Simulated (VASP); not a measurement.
# MgCd5S6 (P-4m2) in VASP: single point with PBE

Aim: the single point of MgCd5S6 with PBE.

Everything below comes from runs of VASP 6.6.1. Logs are shortened: lines on timing, memory, paths and dates and some standing lists are left out, and cuts for length are marked.

### 1 The cell of the first run

Symmetry: P-4m2, No. 115, tetragonal system. The conventional cell has a = 4.168 Å, b = 4.168 Å, c = 17.620 Å, α = 90.00°, β = 90.00°, γ = 90.00°. Within 3.3 Å of Mg (site symmetry -4m2) lie 4 S at 2.48 Å. Within 3.4 Å of Cd (site symmetry 2mm) lie 4 S at 2.56 to 2.57 Å. Cd (site symmetry 2mm) has 4 S at 2.56 Å within 3.4 Å. Within 3.4 Å of Cd (site symmetry -4m2) lie 4 S at 2.56 Å. S (site symmetry 2mm) has 2 Mg at 2.48 Å and 2 Cd at 2.57 Å within 3.3 Å. S (site symmetry 2mm) has 4 Cd at 2.56 Å within 3.4 Å. Within 3.4 Å of S (site symmetry 2mm) lie 4 Cd at 2.56 Å.

### 2 Single point, PBE

INCAR

```
PREC = Accurate
ENCUT = 520
EDIFF = 1E-6
ISMEAR = 0
SIGMA = 0.02
LREAL = False
LASPH = True
NELM = 80
ALGO = Normal
ISIF = 2
LWAVE = False
LCHARG = True
GGA = PE
LELF = True
LVHAR = True
NBANDS = 61
```

KPOINTS

```
regular mesh
0
Gamma
  8 8 2
```

POSCAR

```
MgCd5S6
1.0
    4.1680078000      0.0000000000      0.0000000000
    0.0000000000      4.1680078000      0.0000000000
    0.0000000000      0.0000000000     17.6200660000
Mg Cd S
1 5 6
Direct
    0.5000000000      0.5000000000      0.0000000000
    0.0000000000      0.0000000000      0.8389100000
    0.0000000000      0.0000000000      0.1610900000
    0.5000000000      0.5000000000      0.3305540000
    0.0000000000      0.0000000000      0.5000000000
    0.5000000000      0.5000000000      0.6694460000
    0.5000000000      0.0000000000      0.0761010000
    0.0000000000      0.5000000000      0.2458540000
    0.5000000000      0.0000000000      0.4152780000
    0.0000000000      0.5000000000      0.5847220000
    0.5000000000      0.0000000000      0.7541460000
    0.0000000000      0.5000000000      0.9238990000
```

Potentials or basis: VASP PAW PBE potentials, release 64 (Mg, Cd, S).

Run with:

```console
cat potpaw_PBE.64/Mg/POTCAR potpaw_PBE.64/Cd/POTCAR potpaw_PBE.64/S/POTCAR > POTCAR
mpirun -np 1 vasp_std > vasp.out
```

OUTCAR:

```text
PREC = Accurate
   ENCUT = 520
   EDIFF = 1E-6
   ISMEAR = 0
   LREAL = False
   LASPH = True
   NELM = 80
   ISIF = 2
   GGA = PE

 ion  position               nearest neighbor table
   1  0.500  0.500  0.000-   7 2.48  12 2.48   7 2.48  12 2.48
   2  0.000  0.000  0.839-  11 2.56  11 2.56  12 2.57  12 2.57
   3  0.000  0.000  0.161-   8 2.56   8 2.56   7 2.57   7 2.57
   4  0.500  0.500  0.331-   8 2.56   8 2.56   9 2.56   9 2.56
   5  0.000  0.000  0.500-   9 2.56  10 2.56  10 2.56   9 2.56
   6  0.500  0.500  0.669-  11 2.56  11 2.56  10 2.56  10 2.56
   7  0.500  0.000  0.076-   1 2.48   1 2.48   3 2.57   3 2.57
   8  0.000  0.500  0.246-   4 2.56   4 2.56   3 2.56   3 2.56
   9  0.500  0.000  0.415-   5 2.56   5 2.56   4 2.56   4 2.56
  10  0.000  0.500  0.585-   5 2.56   5 2.56   6 2.56   6 2.56
  11  0.500  0.000  0.754-   6 2.56   6 2.56   2 2.56   2 2.56
  12  0.000  0.500  0.924-   1 2.48   1 2.48   2 2.57   2 2.57

  LATTYP: Found a simple tetragonal cell.
 ALAT       =     4.1680078000
 C/A-ratio  =     4.2274551406

  Lattice vectors:

 A1 = (   4.1680078000,   0.0000000000,   0.0000000000)
 A2 = (   0.0000000000,   4.1680078000,   0.0000000000)
 A3 = (   0.0000000000,   0.0000000000,  17.6200660000)

Analysis of symmetry for initial positions (statically):
=====================================================================
 Subroutine PRICEL returns:
 Original cell was already a primitive cell.

 Routine SETGRP: Setting up the symmetry group for a
 simple tetragonal supercell.

 Subroutine GETGRP returns: Found  8 space group operations
 (whereof  8 operations were pure point group operations)
 out of a pool of 16 trial point group operations.

The static configuration has the point symmetry D_2d.

Analysis of symmetry for dynamics (positions and initial velocities):
=====================================================================
 Subroutine PRICEL returns:
 Original cell was already a primitive cell.

 Routine SETGRP: Setting up the symmetry group for a
 simple tetragonal supercell.

 Subroutine GETGRP returns: Found  8 space group operations
 (whereof  8 operations were pure point group operations)
 out of a pool of 16 trial point group operations.

The dynamic configuration has the point symmetry D_2d.

 Subroutine INISYM returns: Found  8 space group operations
 (whereof  8 operations are pure point group operations),
 and found     1 'primitive' translations

----------------------------------------------------------------------------------------

                                     Primitive cell

  volume of cell :     306.1009

  direct lattice vectors                    reciprocal lattice vectors
     4.168007800  0.000000000  0.000000000     0.239922776  0.000000000  0.000000000
     0.000000000  4.168007800  0.000000000     0.000000000  0.239922776  0.000000000
     0.000000000  0.000000000 17.620066000     0.000000000  0.000000000  0.056753476

  length of vectors
     4.168007800  4.168007800 17.620066000     0.239922776  0.239922776  0.056753476

  position of ions in fractional coordinates (direct lattice)
     0.500000000  0.500000000  0.000000000
     0.000000000  0.000000000  0.838910000
     0.000000000  0.000000000  0.161090000
     0.500000000  0.500000000  0.330554000
     0.000000000  0.000000000  0.500000000
     0.500000000  0.500000000  0.669446000
     0.500000000  0.000000000  0.076101000
     0.000000000  0.500000000  0.245854000
     0.500000000  0.000000000  0.415278000
     0.000000000  0.500000000  0.584722000
     0.500000000  0.000000000  0.754146000
     0.000000000  0.500000000  0.923899000

  ion indices of the primitive-cell ions
   primitive index   ion index
                 1           1
                 2           2
                 3           3
                 4           4
                 5           5
                 6           6
                 7           7
                 8           8
                 9           9
                10          10
                11          11
                12          12

----------------------------------------------------------------------------------------

 KPOINTS: regular mesh

Automatic generation of k-mesh.
 Grid dimensions read from file:
 generate k-points for:    8    8    2

 Generating k-lattice:

  Cartesian coordinates                     Fractional coordinates (reciprocal lattice)
     0.029990347  0.000000000  0.000000000     0.125000000  0.000000000  0.000000000
     0.000000000  0.029990347  0.000000000     0.000000000  0.125000000  0.000000000
     0.000000000  0.000000000  0.028376738     0.000000000  0.000000000  0.500000000

  Length of vectors
     0.029990347  0.029990347  0.028376738

  Shift w.r.t. Gamma in fractional coordinates (k-lattice)
     0.000000000  0.000000000  0.000000000

 Subroutine IBZKPT returns following result:
 ===========================================

 Found     30 irreducible k-points:

 Following reciprocal coordinates:
            Coordinates               Weight
  0.000000  0.000000  0.000000      1.000000
  0.125000  0.000000  0.000000      4.000000
  0.250000  0.000000  0.000000      4.000000
  0.375000  0.000000  0.000000      4.000000
  0.500000  0.000000  0.000000      2.000000
  0.125000  0.125000  0.000000      4.000000
[... 16 lines left out ...]
  0.375000  0.125000  0.500000      8.000000
  0.500000  0.125000  0.500000      4.000000
 [... further k-points ...]
   k-points           NKPTS =     30   k-points in BZ     NKDIM =     30   number of bands    NBANDS=     61
   number of dos      NEDOS =    301   number of ions     NIONS =     12
   total plane-waves  NPLWV = 143360
   dimension x,y,z NGX =    32 NGY =   32 NGZ =  140
   dimension x,y,z NGXF=    64 NGYF=   64 NGZF=  280
   ions per type =               1   5   6
   NGX,Y,Z   is equivalent  to a cutoff of  12.76, 12.76, 13.21 a.u.
   NGXF,Y,Z  is equivalent  to a cutoff of  25.53, 25.53, 26.42 a.u.
 SYSTEM =  unknown system
   PREC   = accura    normal or accurate (medium, high low for compatibility)
   ISTART =      0    job   : 0-new  1-cont  2-samecut
   ICHARG =      2    charge: 1-file 2-atom 10-const
   ISPIN  =      1    spin polarized calculation?
   LNONCOLLINEAR =      F non collinear calculations
   LSORBIT =      F    spin-orbit coupling
   LASPH  =      T    aspherical Exc in radial PAW
   ENCUT  =  520.0 eV  38.22 Ry    6.18 a.u.   7.75  7.75 32.76*2*pi/ulx,y,z
   NELM   =     80;   NELMIN=  2; NELMDL= -5     # of ELM steps
   EDIFF  = 0.1E-05   stopping-criterion for ELM
   LREAL  =      F    real-space projection
   EDIFFG = 0.1E-04   stopping-criterion for IOM
   NSW    =      0    number of steps for IOM
   IBRION =     -1    ionic relax: 0-MD 1-quasi-New 2-CG
   NFREE  =      0    steps in history (QN), initial steepest desc. (CG)
   ISIF   =      2    stress and relaxation
   ISYM   =      2    0-nonsym 1-usesym 2-fastsym
   POTIM  = 0.5000    time-step for ionic-motion
   TEBEG  =    0.0;   TEEND  =   0.0 temperature during run
   PSTRESS=    0.0 pullay stress
   NELECT =      98.0000    total number of electrons
   NUPDOWN=      -1.0000    fix difference up-down
   EMIN   =  10.00;   EMAX   =-10.00  energy-range for DOS
   EFERMI =   0.00;   METHOD = LEGACY
   ISMEAR =     0;   SIGMA  =   0.02  broadening in eV -4-tet -1-fermi 0-gaus
   EFERMI_NEDOS =   21; number of points for ismear=-14 and -15
   IALGO  =     38    algorithm
   IMIX   =      4    mixing-type and parameters
     AMIX     =   0.40;   BMIX     =  1.00
     AMIX_MAG =   1.60;   BMIX_MAG =  1.00
  volume/ion in A,a.u.               =      25.51       172.14
  Fermi-wavevector in a.u.,A,eV,Ry     =   1.119941  2.116383 17.065365  1.254269
  Thomas-Fermi vector in A             =   2.256584
   LORBIT       =      0    0 simple, 1 ext, 2 COOP (PROOUT), +10 PAW based schemes
   GGA     = PE    functional components
   LHFCALC =     F    Hartree Fock is set to
   AEXX    =    0.0000 exact exchange contribution
   IVDW    =     0    specifies the selected vdW correction
   LEPSILON=     F    determine dielectric tensor
   LRPA    =     F    only Hartree local field effects (RPA)
 non-spin polarized calculation
 Gauss-broadening in eV      SIGMA  =   0.02
  energy-cutoff  :      520.00
  volume of cell :      306.10
 maximum number of plane-waves:      8272
 NGX is ok and might be reduce to    32
   NGX = 15   NGY = 15   NGZ = 65

 number of electron      98.0000027 magnetization

 Free energy of the ion-electron system (eV)
  ---------------------------------------------------
  ext. energy  EPLUGINS =         0.00000000
  ---------------------------------------------------
  free energy    TOTEN  =       -39.19608416 eV

  energy without entropy =      -39.19608416  energy(sigma->0) =      -39.19608416

 E-fermi :   1.1128     XC(G=0):  -8.8428

 val. band max:        0.9824542115   @ k =   0.0000   0.0000   0.0000
 cond. band min:       2.2865886803   @ k =   0.0000   0.0000   0.0000
 fundamental gap:      1.3041344689
 Fermi energy:         1.1128474414

 k-point     1 :       0.0000    0.0000    0.0000
  band No.  band energies     occupation
      1     -11.0356      2.00000
      2     -10.9092      2.00000
      3     -10.8728      2.00000
      4     -10.6528      2.00000
      5     -10.6208      2.00000
      6     -10.3605      2.00000
[... 53 lines left out ...]
     60       6.6835      0.00000
     61       7.6735      0.00000

 k-point     2 :       0.1250    0.0000    0.0000
  band No.  band energies     occupation
      1     -10.9970      2.00000
      2     -10.8808      2.00000
      3     -10.8401      2.00000
      4     -10.6401      2.00000
      5     -10.6149      2.00000
      6     -10.3587      2.00000
[... 53 lines left out ...]
     60       6.9137      0.00000
     61       7.4589      0.00000

 k-point     3 :       0.2500    0.0000    0.0000
  band No.  band energies     occupation
      1     -10.8963      2.00000
      2     -10.8089      2.00000
      3     -10.7571      2.00000
      4     -10.6082      2.00000
      5     -10.6057      2.00000
      6     -10.3622      2.00000
[... 1333 lines left out ...]
     60       7.3534      0.00000
     61       7.5046      0.00000

 k-point    24 :       0.5000    0.1250    0.5000
  band No.  band energies     occupation
      1     -10.6570      2.00000
      2     -10.6568      2.00000
      3     -10.6546      2.00000
      4     -10.6546      2.00000
      5     -10.4538      2.00000
      6     -10.4263      2.00000
[... 53 lines left out ...]
     60       7.3478      0.00000
     61       7.5029      0.00000

 [... further k-points ...]
[... 5 lines left out ...]
  --------------------------------------------------------------------------------------
  -------------------------------------------------------------------------------------
  Total        0.4222020      0.4222020      0.4493417      0.0000000      0.0000000      0.0000000
  in kB        2.2098680      2.2098680      2.3519210      0.0000000      0.0000000      0.0000000
  external PRESSURE =       2.2572190 kB  Pullay stress =       0.0000000 kB

 VOLUME and BASIS-vectors are now :
 -----------------------------------------------------------------------------
  energy-cutoff  :      520.00
  volume of cell :      306.10
      direct lattice vectors                 reciprocal lattice vectors
     4.168007800  0.000000000  0.000000000     0.239922776  0.000000000  0.000000000
     0.000000000  4.168007800  0.000000000     0.000000000  0.239922776  0.000000000
     0.000000000  0.000000000 17.620066000     0.000000000  0.000000000  0.056753476

 POSITION                                       TOTAL-FORCE (eV/Angst)
 -----------------------------------------------------------------------------------
      2.08400      2.08400      0.00000        -0.000000     -0.000000      0.000000
      0.00000      0.00000     14.78165        -0.000000     -0.000000      0.001801
      0.00000      0.00000      2.83842        -0.000000     -0.000000     -0.001801
      2.08400      2.08400      5.82438         0.000000      0.000000     -0.000174
      0.00000      0.00000      8.81003        -0.000000      0.000000      0.000000
      2.08400      2.08400     11.79568        -0.000000      0.000000      0.000174
      2.08400      0.00000      1.34090        -0.000000      0.000000     -0.043121
      0.00000      2.08400      4.33196        -0.000000      0.000000      0.000072
      2.08400      0.00000      7.31723        -0.000000     -0.000000     -0.000194
      0.00000      2.08400     10.30284        -0.000000     -0.000000      0.000194
      2.08400      0.00000     13.28810         0.000000      0.000000     -0.000072
      0.00000      2.08400     16.27916        -0.000000     -0.000000      0.043121
 -----------------------------------------------------------------------------------
    total drift:                                0.000000      0.000000      0.000000

  FREE ENERGIE OF THE ION-ELECTRON SYSTEM (eV)
  ---------------------------------------------------
  free  energy   TOTEN  =       -39.1960841560 eV

  energy  without entropy=      -39.1960841560  energy(sigma->0) =      -39.19608416
```

Run time: 17 min. Hardware: 1 thread of Intel Xeon 8259CL, shared host; peak memory 0.64 GiB.

What came out:

```
Free energy            : -39.1961 eV
Pressure               : 0.2 GPa
Largest force          : 0.043 eV/Å
Band gap on the k mesh : 1.30 eV
```

Forces in eV/Å, atoms in the order of the input:
```
Mg   0.000  0.000  0.000
Cd   0.000  0.000  0.002
Cd   0.000  0.000 -0.002
Cd   0.000  0.000  0.000
Cd   0.000  0.000  0.000
Cd   0.000  0.000  0.000
S    0.000  0.000 -0.043
S    0.000  0.000  0.000
S    0.000  0.000  0.000
S    0.000  0.000  0.000
S    0.000  0.000  0.000
S    0.000  0.000  0.043
```

Levels at points of the mesh, in eV from the valence-band top:
```csv
k point,band 46,band 47,band 48,band 49,band 50,band 51,band 52,band 53
"(0.00, 0.00, 0.00)",-0.41,-0.06,0.00,0.00,1.30,2.74,3.00,3.67
"(0.50, 0.00, 0.00)",-0.61,-0.61,-0.60,-0.60,3.29,3.30,3.33,3.73
"(0.50, 0.50, 0.00)",-1.68,-1.64,-1.64,-1.63,3.61,3.61,4.16,4.47
"(0.00, 0.00, 0.50)",-0.24,-0.24,-0.06,-0.06,1.74,2.05,3.57,3.76
"(0.50, 0.00, 0.50)",-0.61,-0.61,-0.60,-0.60,3.03,3.20,3.87,3.89
"(0.50, 0.50, 0.50)",-1.76,-1.71,-1.71,-1.68,3.87,3.87,4.01,4.01
```
